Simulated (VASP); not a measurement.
# PbS (Galena) (Fm-3m) in VASP: a series of runs, part 2 of 3

VASP 6.6.1. Earlier steps stand in the parts before.

### 3 Single point, PBE

INCAR

```
SYSTEM = PbS
ALGO = Normal
EDIFF = 1E-6
ENCUT = 520
GGA = PE
ISIF = 2
ISMEAR = -1
LASPH = .TRUE.
LCHARG = .FALSE.
LREAL = .FALSE.
LWAVE = .FALSE.
NBANDS = 17
NELM = 80
PREC = Accurate
SIGMA = 0.05
```

KPOINTS

```
k-points
0
G
  5 5 5
  0 0 0
```

POSCAR

```
PbS
1.0
    0.0000000000      2.9657500000      2.9657500000
    2.9657500000      0.0000000000      2.9657500000
    2.9657500000      2.9657500000      0.0000000000
Pb S
1 1
Direct
    0.0000000000      0.0000000000      0.0000000000
    0.5000000000      0.5000000000      0.5000000000
```

Potentials or basis: VASP PAW PBE potentials, release 64 (Pb_d, S).

Started as:

```
> cat potpaw_PBE.64/Pb_d/POTCAR potpaw_PBE.64/S/POTCAR > POTCAR
> mpirun -np 1 vasp_std > vasp.out
```

OUTCAR:

```text
SYSTEM = PbS
   EDIFF = 1E-6
   ENCUT = 520
   GGA = PE
   ISIF = 2
   ISMEAR = -1
   LASPH = .TRUE.
   LREAL = .FALSE.
   NELM = 80
   PREC = Accurate

 ion  position               nearest neighbor table
   1  0.000  0.000  0.000-   2 2.97   2 2.97   2 2.97   2 2.97   2 2.97   2 2.97
   2  0.500  0.500  0.500-   1 2.97   1 2.97   1 2.97   1 2.97   1 2.97   1 2.97

  LATTYP: Found a face centered cubic cell.
 ALAT       =     5.9315000000

  Lattice vectors:

 A1 = (   0.0000000000,   2.9657500000,   2.9657500000)
 A2 = (   2.9657500000,   0.0000000000,   2.9657500000)
 A3 = (   2.9657500000,   2.9657500000,   0.0000000000)

Analysis of symmetry for initial positions (statically):
=====================================================================
 Subroutine PRICEL returns:
 Original cell was already a primitive cell.

 Routine SETGRP: Setting up the symmetry group for a
 face centered cubic supercell.

 Subroutine GETGRP returns: Found 48 space group operations
[... 9 lines left out ...]

 Routine SETGRP: Setting up the symmetry group for a
 face centered cubic supercell.

 Subroutine GETGRP returns: Found 48 space group operations
[... 11 lines left out ...]
                                     Primitive cell

  volume of cell :      52.1715

  direct lattice vectors                    reciprocal lattice vectors
     0.000000000  2.965750000  2.965750000    -0.168591419  0.168591419  0.168591419
     2.965750000  0.000000000  2.965750000     0.168591419 -0.168591419  0.168591419
     2.965750000  2.965750000  0.000000000     0.168591419  0.168591419 -0.168591419

  length of vectors
     4.194203873  4.194203873  4.194203873     0.292008903  0.292008903  0.292008903

  position of ions in fractional coordinates (direct lattice)
     0.000000000  0.000000000  0.000000000
     0.500000000  0.500000000  0.500000000

  ion indices of the primitive-cell ions
   primitive index   ion index
                 1           1
                 2           2

----------------------------------------------------------------------------------------

 KPOINTS: k-points

Automatic generation of k-mesh.
 Grid dimensions read from file:
 generate k-points for:    5    5    5

 Generating k-lattice:

  Cartesian coordinates                     Fractional coordinates (reciprocal lattice)
    -0.033718284  0.033718284  0.033718284     0.200000000  0.000000000  0.000000000
     0.033718284 -0.033718284  0.033718284     0.000000000  0.200000000  0.000000000
     0.033718284  0.033718284 -0.033718284     0.000000000  0.000000000  0.200000000

  Length of vectors
     0.058401781  0.058401781  0.058401781

  Shift w.r.t. Gamma in fractional coordinates (k-lattice)
     0.000000000  0.000000000  0.000000000

 Subroutine IBZKPT returns following result:
 ===========================================

 Found     10 irreducible k-points:

 Following reciprocal coordinates:
            Coordinates               Weight
  0.000000  0.000000  0.000000      1.000000
  0.200000  0.000000  0.000000      8.000000
  0.400000  0.000000  0.000000      8.000000
  0.200000  0.200000  0.000000      6.000000
  0.400000  0.200000  0.000000     24.000000
 -0.400000  0.200000  0.000000     24.000000
 -0.200000  0.200000  0.000000     12.000000
  0.400000  0.400000  0.000000      6.000000
 -0.400000  0.400000  0.000000     12.000000
 -0.400000  0.400000  0.200000     24.000000
   k-points           NKPTS =     10   k-points in BZ     NKDIM =     10   number of bands    NBANDS=     17
   number of dos      NEDOS =    301   number of ions     NIONS =      2
   total plane-waves  NPLWV =  32768
   dimension x,y,z NGX =    32 NGY =   32 NGZ =   32
   dimension x,y,z NGXF=    64 NGYF=   64 NGZF=   64
   ions per type =               1   1
   NGX,Y,Z   is equivalent  to a cutoff of  12.68, 12.68, 12.68 a.u.
   NGXF,Y,Z  is equivalent  to a cutoff of  25.37, 25.37, 25.37 a.u.
 SYSTEM =  PbS
   PREC   = accura    normal or accurate (medium, high low for compatibility)
   ISTART =      0    job   : 0-new  1-cont  2-samecut
   ICHARG =      2    charge: 1-file 2-atom 10-const
   ISPIN  =      1    spin polarized calculation?
   LNONCOLLINEAR =      F non collinear calculations
   LSORBIT =      F    spin-orbit coupling
   LASPH  =      T    aspherical Exc in radial PAW
   ENCUT  =  520.0 eV  38.22 Ry    6.18 a.u.   7.80  7.80  7.80*2*pi/ulx,y,z
   NELM   =     80;   NELMIN=  2; NELMDL= -5     # of ELM steps
   EDIFF  = 0.1E-05   stopping-criterion for ELM
   LREAL  =      F    real-space projection
   EDIFFG = 0.1E-04   stopping-criterion for IOM
   NSW    =      0    number of steps for IOM
   IBRION =     -1    ionic relax: 0-MD 1-quasi-New 2-CG
   NFREE  =      0    steps in history (QN), initial steepest desc. (CG)
   ISIF   =      2    stress and relaxation
   ISYM   =      2    0-nonsym 1-usesym 2-fastsym
   POTIM  = 0.5000    time-step for ionic-motion
   TEBEG  =    0.0;   TEEND  =   0.0 temperature during run
   PSTRESS=    0.0 pullay stress
   NELECT =      20.0000    total number of electrons
   NUPDOWN=      -1.0000    fix difference up-down
   EMIN   =  10.00;   EMAX   =-10.00  energy-range for DOS
   EFERMI =   0.00;   METHOD = LEGACY
   ISMEAR =    -1;   SIGMA  =   0.05  broadening in eV -4-tet -1-fermi 0-gaus
   EFERMI_NEDOS =   21; number of points for ismear=-14 and -15
   IALGO  =     38    algorithm
   IMIX   =      4    mixing-type and parameters
     AMIX     =   0.40;   BMIX     =  1.00
     AMIX_MAG =   1.60;   BMIX_MAG =  1.00
  volume/ion in A,a.u.               =      26.09       176.04
  Fermi-wavevector in a.u.,A,eV,Ry     =   1.189251  2.247359 19.242973  1.414319
  Thomas-Fermi vector in A             =   2.325363
   LORBIT       =      0    0 simple, 1 ext, 2 COOP (PROOUT), +10 PAW based schemes
   GGA     = PE    functional components
[... 5 lines left out ...]
 non-spin polarized calculation
  energy-cutoff  :      520.00
  volume of cell :       52.17
 maximum number of plane-waves:      1422
   NGX = 15   NGY = 15   NGZ = 15

 number of electron      19.9999998 magnetization

 Free energy of the ion-electron system (eV)
  ---------------------------------------------------
  ext. energy  EPLUGINS =         0.00000000
  ---------------------------------------------------
  free energy    TOTEN  =        -8.76855986 eV

  energy without entropy =       -8.76855944  energy(sigma->0) =       -8.76855965

 E-fermi :   6.0697     XC(G=0):  -9.6869

 val. band max:        5.4158076813   @ k =   0.4000   0.0000   0.0000
 cond. band min:       6.7187756135   @ k =   0.4000   0.0000   0.0000
 fundamental gap:      1.3029679323
 Fermi energy:         6.0696890449

 k-point     1 :       0.0000    0.0000    0.0000
  band No.  band energies     occupation
      1     -11.0084      2.00000
      2     -11.0084      2.00000
      3     -11.0084      2.00000
      4     -10.9924      2.00000
      5     -10.9924      2.00000
      6      -7.7832      2.00000
[... 9 lines left out ...]
     16      12.5484      0.00000
     17      14.4748      0.00000

 k-point     2 :       0.2000    0.0000    0.0000
  band No.  band energies     occupation
      1     -11.0079      2.00000
      2     -11.0079      2.00000
      3     -11.0068      2.00000
      4     -10.9876      2.00000
      5     -10.9876      2.00000
      6      -7.4521      2.00000
[... 9 lines left out ...]
     16      13.3776      0.00000
     17      16.8822      0.00000

 k-point     3 :       0.4000    0.0000    0.0000
  band No.  band energies     occupation
      1     -11.0233      2.00000
      2     -11.0233      2.00000
      3     -11.0054      2.00000
      4     -10.9637      2.00000
      5     -10.9637      2.00000
      6      -6.7176      2.00000
[... 112 lines left out ...]
 k-point     9 :      -0.4000    0.4000    0.0000
  band No.  band energies     occupation
      1     -11.1199      2.00000
      2     -11.0189      2.00000
      3     -10.9793      2.00000
      4     -10.9591      2.00000
      5     -10.9528      2.00000
      6      -6.1056      2.00000
[... 9 lines left out ...]
     16      17.1568      0.00000
     17      18.2624      0.00000

 k-point    10 :      -0.4000    0.4000    0.2000
  band No.  band energies     occupation
      1     -11.0909      2.00000
      2     -11.0040      2.00000
      3     -10.9953      2.00000
      4     -10.9742      2.00000
      5     -10.9539      2.00000
      6      -6.2150      2.00000
[... 9 lines left out ...]
     16      17.3919      0.00000
     17      17.4987      0.00000

------------------------ aborting loop because EDIFF is reached ----------------------------------------

  FORCE on cell =-STRESS in cart. coord.  units (eV):
  Direction    XX          YY          ZZ          XY          YZ          ZX
  --------------------------------------------------------------------------------------
  -------------------------------------------------------------------------------------
  Total        0.6344076      0.6344076      0.6344076     -0.0000000      0.0000000     -0.0000000
  in kB       19.4825308     19.4825308     19.4825308     -0.0000000      0.0000000     -0.0000000
  external PRESSURE =      19.4825308 kB  Pullay stress =       0.0000000 kB

 VOLUME and BASIS-vectors are now :
 -----------------------------------------------------------------------------
  energy-cutoff  :      520.00
  volume of cell :       52.17
      direct lattice vectors                 reciprocal lattice vectors
     0.000000000  2.965750000  2.965750000    -0.168591419  0.168591419  0.168591419
     2.965750000  0.000000000  2.965750000     0.168591419 -0.168591419  0.168591419
     2.965750000  2.965750000  0.000000000     0.168591419  0.168591419 -0.168591419

 POSITION                                       TOTAL-FORCE (eV/Angst)
 -----------------------------------------------------------------------------------
      0.00000      0.00000      0.00000        -0.000000     -0.000000      0.000000
      2.96575      2.96575      2.96575         0.000000      0.000000     -0.000000
 -----------------------------------------------------------------------------------
    total drift:                                0.000000     -0.000000     -0.000000

  FREE ENERGIE OF THE ION-ELECTRON SYSTEM (eV)
  ---------------------------------------------------
  free  energy   TOTEN  =        -8.7685598577 eV

  energy  without entropy=       -8.7685594406  energy(sigma->0) =       -8.76855965
```

OSZICAR:

```text
N       E                     dE             d eps       ncg     rms          rms(c)
DAV:   1     0.157254761977E+03    0.15725E+03   -0.95967E+03   340   0.124E+03
DAV:   2     0.321644426764E+01   -0.15404E+03   -0.14883E+03   365   0.308E+02
DAV:   3    -0.891512595614E+01   -0.12132E+02   -0.12053E+02   431   0.920E+01
DAV:   4    -0.923717129978E+01   -0.32205E+00   -0.32144E+00   421   0.163E+01
DAV:   5    -0.924679096183E+01   -0.96197E-02   -0.96190E-02   504   0.270E+00    0.472E+00
DAV:   6    -0.876499090004E+01    0.48180E+00   -0.13757E+00   541   0.800E+00    0.335E+00
DAV:   7    -0.876550963000E+01   -0.51873E-03   -0.14171E-01   405   0.190E+00    0.191E+00
DAV:   8    -0.876881993678E+01   -0.33103E-02   -0.15906E-02   404   0.132E+00    0.244E-01
DAV:   9    -0.876838098436E+01    0.43895E-03   -0.32232E-03   527   0.484E-01    0.811E-02
DAV:  10    -0.876854955253E+01   -0.16857E-03   -0.35593E-04   408   0.107E-01    0.454E-02
DAV:  11    -0.876855936634E+01   -0.98138E-05   -0.43060E-05   470   0.690E-02    0.137E-02
DAV:  12    -0.876855985775E+01   -0.49141E-06   -0.35937E-06   457   0.221E-02
   1 F= -.87685599E+01 E0= -.87685596E+01  d E =-.417167E-06
```

Run time: 4.8 s. Hardware: 1 thread of Intel Xeon 6975P-C (Granite Rapids), shared host; peak memory 0.17 GiB.

Results:

```yaml
Free_energy: -8.7686 eV
Pressure: 1.9 GPa
```

Levels at points of the mesh, in eV from the Fermi level:
| k point | band 7 | band 8 | band 9 | band 10 | band 11 | band 12 | band 13 | band 14 |
| --- | --- | --- | --- | --- | --- | --- | --- | --- |
| (0.00, 0.00, 0.00) | -6.29 | -2.43 | -2.43 | -2.43 | 4.96 | 4.96 | 4.96 | 6.48 |

Caveat: this odd mesh misses L, where the gap lies, so gap, dielectric constants and Born charges aren't listed; spin-orbit coupling is left out, which moves the levels of the heavy elements.

(Continued in part 3 of 3.)
